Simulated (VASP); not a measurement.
Input of a VASP 6.6.1 run:

INCAR

```
SYSTEM = Ge
ALGO = Normal
EDIFF = 1E-8
ENCUT = 520
GGA = PE
ISIF = 2
ISMEAR = -1
LASPH = .True.
LCHARG = .False.
LEFG = .True.
LREAL = .False.
LWAVE = .False.
NBANDS = 21
NELM = 100
PREC = Accurate
SIGMA = 0.05
```

Contents of KPOINTS:

```
k-points
0
Gamma
  10 10 10
  0 0 0
```

File POSCAR:

```
Ge
1.0
    0.0000000000      2.7905386918      2.7905386918
    2.7905386918      0.0000000000      2.7905386918
    2.7905386918      2.7905386918      0.0000000000
Ge
2
Direct
    0.5000000000      0.5000000000      0.5000000000
    0.7500000000      0.7500000000      0.7500000000
```

Potentials or basis: VASP PAW PBE potentials, release 64 (Ge_d).

The run is started by

```bash
$ cat potpaw_PBE.64/Ge_d/POTCAR > POTCAR
$ mpirun -np 1 vasp_std > vasp.out
```

(1) Estimate the band gap on the k mesh.

(2) Predict the pressure.

Answers

(1) 0.31 eV, indirect (least direct gap 0.42 eV).

(2) 7.0 GPa.

Caveat: without QUAD_EFG the Cq values of the log hold for a quadrupole moment of 1 mb, not for the nuclei.
